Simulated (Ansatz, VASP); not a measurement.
# V: VASP beside Ansatz

```
V
1.0
    -1.51300    1.51300    1.51300
     1.51300   -1.51300    1.51300
     1.51300    1.51300   -1.51300
V
1
Direct
  0.00000 0.00000 0.00000
```

Alike in both runs: task single point; functional PBE; k mesh 6 × 6 × 6; occupations gaussian, width 0.1 eV; no spin polarisation.

```csv
,VASP,Ansatz
version,VASP 6.6.1,Ansatz 0.2.0
potentials or method,"VASP PAW PBE potentials, release 64 (V_sv), cutoff 500 eV","scalar-relativistic, plane waves, PAW"
valence electrons in the cell,13,13
```

|  | VASP | Ansatz | Ansatz less VASP |
| --- | --- | --- | --- |
| gap on the k mesh at the Fermi level (eV) | none | none | - |
| pressure (GPa) | -3.0 | -3.0 | -0.05 |

A gap of «none» marks a metal or a gap that the smearing closes.

The k mesh is coarse, so the values compare programs but aren't converged.
